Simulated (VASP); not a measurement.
Input of a VASP 6.6.1 run:

Contents of INCAR:

```
PREC = Accurate
ENCUT = 600
EDIFF = 1E-6
ISMEAR = 0
SIGMA = 0.1
LREAL = False
LASPH = True
NELM = 100
ALGO = Normal
ISIF = 3
LWAVE = False
LCHARG = False
GGA = PE
IBRION = 2
NSW = 100
EDIFFG = -0.01
```

File KPOINTS:

```
Automatic mesh
0
Gamma
  12 12 16
```

The input POSCAR:

```
Be2Se
1.0
    4.1908460508      0.0000000000      0.0000000000
   -2.0954230254      3.6293791434      0.0000000000
    0.0000000000      0.0000000000      2.7842425723
Be Se
2 1
Direct
    0.3333333333      0.6666666667      0.5000000000
    0.6666666667      0.3333333333      0.5000000000
    0.0000000000      0.0000000000      0.5000000000
```

Potentials or basis: VASP PAW PBE potentials, release 64 (Be, Se).

Command:

```console
$ cat potpaw_PBE.64/Be/POTCAR potpaw_PBE.64/Se/POTCAR > POTCAR
$ mpirun -np 1 vasp_std > vasp.out
```

(1) What does it give for the relaxed cell?

(2) Estimate the relaxed volume.

(3) Predict the space group after relaxing (to 0.1 Å).

## Answers

(1) a = 4.251 Å, b = 4.251 Å, c = 2.581 Å, α = 90.00°, β = 90.00°, γ = 120.00°.

(2) 13.46 Å³/atom.

(3) P6/mmm (No. 191).
